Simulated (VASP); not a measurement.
# CdTe (Cmcm) in VASP: vibrations by perturbation theory with LDA

Aim: the vibrations by perturbation theory of CdTe with LDA.

Program: VASP 6.6.1. These are calculated values, not measurements. Logs are shortened: lines on timing, memory, paths and dates and some standing lists are left out, and cuts for length are marked.

**1. The cell of the first run**

The structure is orthorhombic, space group Cmcm (No. 63). Conventional cell: a = 6.131 Å, b = 6.189 Å, c = 6.091 Å, α = 90.00°, β = 90.00°, γ = 90.00°. Within 4.0 Å of Cd (site symmetry m2m) lie 6 Te at 3.03 to 3.16 Å. Within 4.0 Å of Te (site symmetry m2m) lie 6 Cd at 3.03 to 3.16 Å.

**2. Vibrations by perturbation theory, LDA**

Input file INCAR:

```
SYSTEM = CdTe
PREC     = Accurate       ! precision mode
ENCUT    = 520            ! plane-wave cutoff, eV
EDIFF    = 1E-8           ! SCF threshold, eV
ISMEAR   = -1             ! smearing method
SIGMA    = 0.05           ! smearing width, eV
LREAL    = .FALSE.        ! projectors in reciprocal space
LASPH    = .TRUE.         ! aspherical terms in the spheres
NELM     = 80             ! most SCF steps
ALGO     = Normal         ! electronic algorithm
ISIF     = 2              ! what is computed and relaxed
LWAVE    = .FALSE.        ! write WAVECAR
LCHARG   = .TRUE.         ! write CHGCAR
GGA      = CA             ! functional
IBRION   = 8              ! ionic algorithm
NSW      = 1              ! ionic steps
```

Input file KPOINTS:

```
Automatic mesh
0
G
  4 4 4
  0 0 0
```

Input file POSCAR:

```
CdTe
1.0
    3.0652910000     -3.0946090000      0.0000000000
    3.0652910000      3.0946090000      0.0000000000
    0.0000000000      0.0000000000      6.0906520000
Cd Te
2 2
Direct
    0.2770300000      0.7229700000      0.7500000000
    0.7229700000      0.2770300000      0.2500000000
    0.7661370000      0.2338630000      0.7500000000
    0.2338630000      0.7661370000      0.2500000000
```

Potentials or basis: VASP PAW LDA potentials, release 64 (Cd, Te).

On the command line:

```console
> cat potpaw_LDA.64/Cd/POTCAR potpaw_LDA.64/Te/POTCAR > POTCAR
> mpirun -np 1 vasp_std > vasp.out
```

OUTCAR:

```text
SYSTEM = CdTe
   PREC = Accurate
   ENCUT = 520
   EDIFF = 1E-8
   ISMEAR = -1
   LREAL = .FALSE.
   LASPH = .TRUE.
   NELM = 80
   ISIF = 2
   GGA = CA
   IBRION = 8
   NSW = 1

 ion  position               nearest neighbor table
   1  0.277  0.723  0.750-   3 3.03   4 3.06   4 3.06   3 3.07   3 3.07   3 3.16
   2  0.723  0.277  0.250-   4 3.03   3 3.06   3 3.06   4 3.07   4 3.07   4 3.16
   3  0.766  0.234  0.750-   1 3.03   2 3.06   2 3.06   1 3.07   1 3.07   1 3.16
   4  0.234  0.766  0.250-   2 3.03   1 3.06   1 3.06   2 3.07   2 3.07   2 3.16

  LATTYP: Found a base centered orthorhombic cell.
 ALAT       =     6.1305820000
 B/A-ratio  =     1.0095645079
 C/A-ratio  =     0.9934867522

  Lattice vectors:

 A1 = (   3.0652910000,  -3.0946090000,   0.0000000000)
 A2 = (   3.0652910000,   3.0946090000,   0.0000000000)
 A3 = (   0.0000000000,   0.0000000000,   6.0906520000)

Analysis of symmetry for initial positions (statically):
=====================================================================
 Subroutine PRICEL returns:
 Original cell was already a primitive cell.

 Routine SETGRP: Setting up the symmetry group for a
 base centered orthorhombic supercell.

 Subroutine GETGRP returns: Found  8 space group operations
 (whereof  4 operations were pure point group operations)
 out of a pool of  8 trial point group operations.

The static configuration has the point symmetry C_2h.
 The point group associated with its full space group is D_2h.

Analysis of symmetry for dynamics (positions and initial velocities):
=====================================================================
 Subroutine PRICEL returns:
 Original cell was already a primitive cell.

 Routine SETGRP: Setting up the symmetry group for a
 base centered orthorhombic supercell.

 Subroutine GETGRP returns: Found  8 space group operations
 (whereof  4 operations were pure point group operations)
 out of a pool of  8 trial point group operations.

The dynamic configuration has the point symmetry C_2h.
 The point group associated with its full space group is D_2h.

 Subroutine INISYM returns: Found  8 space group operations
 (whereof  4 operations are pure point group operations),
 and found     1 'primitive' translations

----------------------------------------------------------------------------------------

                                     Primitive cell

  volume of cell :     115.5504

  direct lattice vectors                    reciprocal lattice vectors
     3.065291000 -3.094609000  0.000000000     0.163116650 -0.161571300  0.000000000
     3.065291000  3.094609000  0.000000000     0.163116650  0.161571300  0.000000000
     0.000000000  0.000000000  6.090652000     0.000000000  0.000000000  0.164186035

  length of vectors
     4.355756396  4.355756396  6.090652000     0.229591652  0.229591652  0.164186035

  position of ions in fractional coordinates (direct lattice)
     0.277030000  0.722970000  0.750000000
     0.722970000  0.277030000  0.250000000
     0.766137000  0.233863000  0.750000000
     0.233863000  0.766137000  0.250000000

[... 127 lines left out ...]
 fundamental gap:      0.0610916945
 Fermi energy:         3.6024200836

 k-point     1 :       0.0000    0.0000    0.0000
  band No.  band energies     occupation
      1      -7.9154      2.00000
      2      -7.0935      2.00000
      3      -4.6793      2.00000
      4      -4.6662      2.00000
      5      -4.6497      2.00000
      6      -4.6260      2.00000
[... 514 lines left out ...]
     21       8.2717      0.00000
     22       8.2717      0.00000

------------------------ aborting loop because EDIFF is reached ----------------------------------------

  FORCE on cell =-STRESS in cart. coord.  units (eV):
  Direction    XX          YY          ZZ          XY          YZ          ZX
  --------------------------------------------------------------------------------------
  -------------------------------------------------------------------------------------
  Total       -3.0953226     -2.9844357     -3.6386839      0.0000000      0.0000000      0.0000000
  in kB      -42.9185686    -41.3810528    -50.4526102      0.0000000      0.0000000      0.0000000
  external PRESSURE =     -44.9174105 kB  Pullay stress =       0.0000000 kB

 VOLUME and BASIS-vectors are now :
 -----------------------------------------------------------------------------
  energy-cutoff  :      520.00
  volume of cell :      115.55
      direct lattice vectors                 reciprocal lattice vectors
     3.065291000 -3.094609000  0.000000000     0.163116650 -0.161571300  0.000000000
     3.065291000  3.094609000  0.000000000     0.163116650  0.161571300  0.000000000
     0.000000000  0.000000000  6.090652000     0.000000000  0.000000000  0.164186035

 POSITION                                       TOTAL-FORCE (eV/Angst)
 -----------------------------------------------------------------------------------
      3.06529      1.38001      4.56799         0.000000      0.026187     -0.000000
      3.06529     -1.38001      1.52266         0.000000     -0.026187      0.000000
      3.06529     -1.64718      4.56799         0.000000      0.082161     -0.000000
      3.06529      1.64718      1.52266         0.000000     -0.082161     -0.000000
 -----------------------------------------------------------------------------------
    total drift:                                0.000000     -0.000000      0.000000

  FREE ENERGIE OF THE ION-ELECTRON SYSTEM (eV)
  ---------------------------------------------------
  free  energy   TOTEN  =       -11.4228179997 eV

  energy  without entropy=      -11.4035538718  energy(sigma->0) =      -11.41318594

[... ionic steps 2 to 9 ...]

--------------------------------------- Ionic step       10  -------------------------------------------

------------------------ aborting loop because EDIFF is reached ----------------------------------------

--------------------------------------- Ionic step       11  -------------------------------------------

------------------------ aborting loop because EDIFF is reached ----------------------------------------

--------------------------------------- Ionic step       12  -------------------------------------------

 Free energy of the ion-electron system (eV)
  ---------------------------------------------------
  ---------------------------------------------------
  free energy    TOTEN  =        -0.05750999 eV

  energy without entropy =       -0.05751000

------------------------ aborting loop because EDIFF is reached ----------------------------------------

 INTERNAL STRAIN TENSOR  FOR ION    3  DIRECTION 3   (eV/Angst):
 -----------------------------------------------------------------------------
    -0.00996  0.00000  0.00000
     0.00000 -0.01917  0.49649
     0.00000  0.50010  0.02006

 INTERNAL STRAIN TENSOR FOR ION    4 for displacements in x,y,z  (eV/Angst):
          X           Y           Z          XY          YZ          ZX
  --------------------------------------------------------------------------------
  x     0.00000     0.00000     0.00000     0.60193     0.00000     0.00000
  y     0.07594    -2.24863    -0.69462     0.00000     0.00000     0.00000
  z     0.00000     0.00000     0.00000     0.00000    -0.50010     0.00000

 SECOND DERIVATIVES (NOT SYMMETRIZED)
 ------------------------------------
               1X          1Y          1Z          2X          2Y          2Z          3X          3Y          3Z          4X          4Y          4Z
  1X    -0.672318    0.000000    0.000000    0.119032    0.000000    0.000000    0.655995    0.000000    0.000000   -0.102709    0.000000    0.000000
  1Y     0.000000   -0.446312    0.000000    0.000000    0.124573    0.000000    0.000000    0.440762    0.000000    0.000000   -0.119023    0.000000
  1Z     0.000000    0.000000   -0.886137    0.000000    0.000000    0.307453    0.000000   -0.000000   -0.316722    0.000000    0.000000    0.895406
  2X     0.119032    0.000000    0.000000   -0.672318    0.000000    0.000000   -0.102709    0.000000    0.000000    0.655995    0.000000    0.000000
  2Y     0.000000    0.124573    0.000000    0.000000   -0.446312    0.000000    0.000000   -0.119023    0.000000    0.000000    0.440762    0.000000
  2Z     0.000000    0.000000    0.307453    0.000000    0.000000   -0.886137    0.000000    0.000000    0.895406    0.000000   -0.000000   -0.316722
  3X     0.650405    0.000000    0.000000   -0.113794    0.000000    0.000000   -1.230940    0.000000    0.000000    0.694328    0.000000    0.000000
  3Y     0.000000    0.440459    0.000000    0.000000   -0.122432    0.000000    0.000000   -1.051685    0.000000    0.000000    0.733658    0.000000
  3Z     0.000000   -0.000000   -0.303134    0.000000   -0.000000    0.907182    0.000000    0.000000   -2.640828    0.000000   -0.000000    2.036781
  4X    -0.113794    0.000000    0.000000    0.650405    0.000000    0.000000    0.694328    0.000000    0.000000   -1.230940    0.000000    0.000000
  4Y     0.000000   -0.122432    0.000000    0.000000    0.440459    0.000000    0.000000    0.733658    0.000000    0.000000   -1.051685    0.000000
  4Z     0.000000   -0.000000    0.907182    0.000000   -0.000000   -0.303134    0.000000   -0.000000    2.036781    0.000000    0.000000   -2.640828

 Eigenvectors and eigenvalues of the dynamical matrix
 ----------------------------------------------------

   1 f  =    3.131530 THz    19.675985 2PiTHz  104.456606 cm-1    12.950963 meV
             X         Y         Z           dx          dy          dz
      3.065291  1.380010  4.567989    -0.000000   -0.000000   -0.229266
      3.065291 -1.380010  1.522663     0.000000    0.000000    0.229266
      3.065291 -1.647180  4.567989     0.000000    0.000000   -0.668907
      3.065291  1.647180  1.522663    -0.000000   -0.000000    0.668907
[... 71 lines left out ...]
  12 f/i=    0.016651 THz     0.104624 2PiTHz    0.555431 cm-1     0.068865 meV
             X         Y         Z           dx          dy          dz
      3.065291  1.380010  4.567989     0.000000   -0.000000    0.489416
      3.065291 -1.380010  1.522663     0.000000   -0.000000    0.489416
      3.065291 -1.647180  4.567989     0.000000   -0.000000    0.510364
      3.065291  1.647180  1.522663     0.000000   -0.000000    0.510364

--------------------------------------------------------------------------------------------------------

 ELASTIC MODULI CONTR FROM IONIC RELAXATION (kBar)
 Direction    XX          YY          ZZ          XY          YZ          ZX
 --------------------------------------------------------------------------------
 XX         -21.0616     68.7952    -26.9488     -0.0000      0.0000      0.0000
 YY          68.7952   -287.1451     63.3157      0.0000     -0.0000      0.0000
 ZZ         -26.9488     63.3157    -44.2609     -0.0000      0.0000      0.0000
 XY          -0.0000      0.0000     -0.0000     -5.3326      0.0000      0.0000
 YZ           0.0000     -0.0000      0.0000      0.0000     -2.4829      0.0000
 ZX           0.0000      0.0000      0.0000      0.0000      0.0000      0.0000
 --------------------------------------------------------------------------------
```

Wall time 5.7 min (1 thread of Intel Xeon 6975P-C, shared host); peak memory 0.42 GiB.

What came out:

- Highest phonon frequency at Γ, LO-TO splitting left out: 104 cm⁻¹

Phonon frequencies in cm⁻¹ (negative: imaginary):
```tsv
q point	frequencies
(0.000, 0.000, 0.000)	-1 0 0 29 31 38 44 50 52 66 71 104
```

Caveat: the k points lie up to 0.36 Å⁻¹ apart; the cell wasn't relaxed at this level first, which shifts response properties; spin-orbit coupling is left out, which moves the levels of the heavy elements.
